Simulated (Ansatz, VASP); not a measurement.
# SiGe3 in VASP and in Ansatz

```
Si Ge
1.0
     4.11740    0.00000    0.00000
     0.00000    4.11740    0.00000
     0.00000    0.00000    4.55494
Si Ge
1 3
Direct
  0.00000 0.00000 0.07376
  0.50000 0.50000 0.85597
  0.50000 0.00000 0.44747
  0.00000 0.50000 0.44747
```

Alike in both runs: functional PBE; k mesh 5 × 5 × 4; occupations gaussian, width 0.2 eV; no spin polarisation.

Ansatz relaxed the structure, and its values are those at the end. VASP's run is a single point on that final structure, the one shown.

```csv
,VASP,Ansatz
version,VASP 6.6.1,Ansatz 0.2.0
potentials or method,"VASP PAW PBE potentials, release 64 (Si, Ge_d), cutoff 500 eV","scalar-relativistic, plane waves, PAW"
valence electrons in the cell,46,46
```

VASP gave:

| Quantity | Value |
| --- | --- |
| gap on the k mesh at the Fermi level (eV) | none |
| pressure (GPa) | 0.4 |
| rms of the force components (eV/Å) | 0.009 |

**Question.** Which values does Ansatz return?

**Answer.** gap on the k mesh at the Fermi level (eV): none; pressure (GPa): 0.4; rms of the force components (eV/Å): 0.007.

A gap of «none» marks a metal or a gap that the smearing closes. With one functional, cell and mesh, what is left measures potentials, basis and numerics.
